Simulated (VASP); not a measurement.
A run of VASP 6.6.1 is set up as follows.

Contents of INCAR:

```
SYSTEM = Mg8HO8
ALGO = Normal
EDIFF = 1E-6
ENCUT = 520
GGA = PE
ISIF = 2
ISMEAR = 0
LASPH = .TRUE.
LCHARG = .FALSE.
LREAL = Auto
LWAVE = .FALSE.
NBANDS = 46
NELECT = 64.0
NELM = 80
PREC = Accurate
SIGMA = 0.05
```

The input KPOINTS:

```
k-points
0
G
  2 2 2
  0 0 0
```

POSCAR

```
Mg8HO8
1.0
    0.0000000000      4.2110000000      4.2110000000
    4.2110000000      0.0000000000      4.2110000000
    4.2110000000      4.2110000000      0.0000000000
Mg O H
8 8 1
Direct
    0.0012094514      0.0005328900      0.0011707433
    0.0195507005      0.0189104726      0.4780726668
    0.0196410591      0.4773273569      0.0196049632
    0.0105566374      0.4988354310      0.4994910948
    0.4781148183      0.0189070292      0.0195109238
    0.4995137735      0.0098744954      0.4994748278
    0.4995288530      0.4988342436      0.0105181667
    0.5030955830      0.5024441938      0.5030585372
    0.2563218950      0.2555938019      0.2562822370
    0.2521880788      0.2515345524      0.7556808359
    0.2521930658      0.7550486820      0.2521564949
    0.2488232011      0.7519640228      0.7526196865
    0.7557183567      0.2515340774      0.2521507955
    0.7526380907      0.2482232249      0.7525984327
    0.7526585134      0.7519629542      0.2487874614
    0.7529242460      0.7523424365      0.7528909998
    0.8203265258     -0.1806703871      0.8202749941
```

Potentials or basis: VASP PAW PBE potentials, release 64 (Mg, O, H).

Launch:

```sh
$ cat potpaw_PBE.64/Mg/POTCAR potpaw_PBE.64/O/POTCAR potpaw_PBE.64/H/POTCAR > POTCAR
$ mpirun -np 1 vasp_std > vasp.out
```

Predict the largest force.

0.170 eV/Å.

Forces on the atoms (eV/Å):
```
Mg   0.011  0.010  0.011
Mg  -0.005 -0.005  0.023
Mg  -0.005  0.021 -0.005
Mg  -0.007 -0.002 -0.001
Mg   0.023 -0.005 -0.005
Mg   0.000 -0.008 -0.001
Mg   0.000 -0.001 -0.007
Mg  -0.004 -0.004 -0.004
O    0.004  0.005  0.004
O   -0.002  0.000 -0.002
O   -0.001 -0.002 -0.001
O    0.003 -0.007 -0.005
O   -0.002  0.000 -0.002
O   -0.006  0.002 -0.006
O   -0.005 -0.007  0.003
O   -0.100 -0.096 -0.100
H    0.098  0.096  0.098
```

Caveat: the k points lie up to 0.65 Å⁻¹ apart; the cell carries a net charge on a neutralising background, which shifts energy and pressure.
